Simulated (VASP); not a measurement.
Input of a VASP 6.6.1 run:

INCAR

```
PREC = Accurate
ENCUT = 520
EDIFF = 1E-6
ISMEAR = 0
SIGMA = 0.01
LREAL = False
LASPH = True
NELM = 60
ALGO = Normal
ISIF = 2
LWAVE = False
LCHARG = False
GGA = PE
NBANDS = 21
```

File KPOINTS:

```
regular mesh
0
Gamma
  4 4 4
```

Contents of POSCAR:

```
Ge
1.0
    0.0000000000      2.8289100000      2.8289100000
    2.8289100000      0.0000000000      2.8289100000
    2.8289100000      2.8289100000      0.0000000000
Ge
2
Direct
    0.0000000000      0.0000000000      0.0000000000
    0.2500000000      0.2500000000      0.2500000000
```

Potentials or basis: VASP PAW PBE potentials, release 64 (Ge_d).

Run with:

```sh
$ cat potpaw_PBE.64/Ge_d/POTCAR > POTCAR
$ mpirun -np 1 vasp_std > vasp.out
```

**Question.** What does it give for the pressure?

**Answer.** 3.5 GPa.

**Question.** What does it give for the band gap on the k mesh?

**Answer.** 0.04 eV, direct.

Caveat: the k points lie up to 0.48 Å⁻¹ apart. A k mesh can miss the band edges.
